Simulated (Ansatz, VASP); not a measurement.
## One calculation of HCClF4, two programs

```
C F Cl H
1.0
     7.26469    0.00000    0.00000
     0.00000    7.26469    0.00000
     0.00000    0.00000    7.26469
C F Cl H
3 12 3 3
Cartesian
  3.8788 4.0955 5.0713
  6.3132 0.3321 2.4780
  0.5503 4.1328 1.5103
  4.9788 4.8217 5.2672
  3.5695 3.4397 6.1966
  2.8666 4.8893 4.7252
  4.0996 3.1997 4.1006
  7.5359 0.8980 2.6176
  6.2467 -0.2140 1.2662
  6.1665 -0.5883 3.4336
  5.3705 1.2612 2.6082
  1.0714 5.1031 2.2587
  -0.4968 3.6053 2.1355
  0.1846 4.6167 0.3254
  1.4735 3.1680 1.3213
  2.6731 0.3445 7.0714
  0.3667 2.5183 5.3940
  4.1545 5.1525 1.4967
  1.9888 1.3130 6.5372
  0.5527 1.7006 4.4104
  3.4708 4.0552 1.4806
```

Alike in both runs: functional PBE; dispersion D3(BJ); k mesh 1 × 1 × 1; occupations fermi-dirac, width 0.02 eV; no spin polarisation.

Ansatz relaxed the structure, and its values are those at the end. VASP's run is a single point on that final structure, the one shown.

```csv
,VASP,Ansatz
version,VASP 6.6.1,Ansatz 0.2.0
potentials or method,"VASP PAW PBE potentials, release 64 (C_h, F_h, Cl, H_h), cutoff 910 eV","scalar-relativistic, plane waves, PAW"
valence electrons in the cell,120,120
```

```csv
,VASP,Ansatz,Ansatz less VASP
rms of the force components (eV/Å),0.074,0.053,-0.0209
```

Noted on VASP's run: the cutoff is short for stress, so the pressure is rough.
